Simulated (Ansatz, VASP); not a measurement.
**Two plane-wave programs on YI**

Contents of INCAR:

```
PREC = Accurate
ENCUT = 520
EDIFF = 1E-6
ISMEAR = -1
SIGMA = 0.05
LREAL = False
LASPH = True
NELM = 60
ALGO = Normal
ISIF = 2
LWAVE = False
LCHARG = False
NBANDS = 26
```

KPOINTS

```
regular mesh
0
Gamma
  7 7 3
```

File POSCAR:

```
YI
1.0
    3.9559735753      0.0000000000      0.0000000000
   -1.9779867876      3.4259736129      0.0000000000
    0.0000000000      0.0000000000     11.0794760000
Y I
2 2
Direct
    0.6666666667      0.3333333333      0.6267270000
    0.3333333333      0.6666666667      0.3732730000
    0.3333333333      0.6666666667      0.8199750000
    0.6666666667      0.3333333333      0.1800250000
```

Input for Ansatz:

```yaml
crystal:
  lattice:
    - [3.9559735753, 0.0, 0.0]
    - [-1.9779867876, 3.4259736129, 0.0]
    - [0.0, 0.0, 11.079476]
  atoms:
    - { symbol: "Y", position: [0.6666666667, 0.3333333333, 0.626727] }
    - { symbol: "Y", position: [0.3333333333, 0.6666666667, 0.373273] }
    - { symbol: I, position: [0.3333333333, 0.6666666667, 0.819975] }
    - { symbol: I, position: [0.6666666667, 0.3333333333, 0.180025] }
kpoints:
  mp_grid: { grid: [7, 7, 3] }
scf:
  occupations: { method: fermi_dirac, width: 0.05 }
  lower_state_search: "off"
hamiltonian:
  xc: lda
  pseudopotentials: { kind: paw }
output:
  forces: true
  stress: true
  eigenvalues: true
  populations: true
  dos: { projected: true, de: 0.1, e_range: [-8, 5] }
```

Alike in both runs: task single point; functional LDA; k mesh 7 × 7 × 3; occupations fermi-dirac, width 0.05 eV; no spin polarisation.

```csv
,VASP,Ansatz
version,VASP 6.6.1,Ansatz 0.2.0
potentials or method,"VASP PAW LDA potentials, release 64 (Y_sv, I)","PAW with Ansatz's default frozen-core files, scalar-relativistic"
plane-wave cutoff (eV),520,420
valence electrons in the cell,36,56
```

|  | VASP | Ansatz | Ansatz less VASP |
| --- | --- | --- | --- |
| pressure (GPa) | -3.2 | -3.2 | -0.01 |
| traceless stress, the component that is largest in VASP (GPa) | 0.23 | 0.22 | -0.010 |
| rms of the force components (eV/Å) | 0.197 | 0.200 | +0.0025 |

LDA's correlation is that of Perdew and Zunger in VASP and of Perdew and Wang (1992) in Ansatz. Atom by atom the forces differ by 0.002 eV/Å (rms over components). VASP's potentials hold 36 valence electrons a cell and Ansatz's 56, so a difference there can come from the potentials and not from the codes.

Spin-orbit coupling is off throughout.
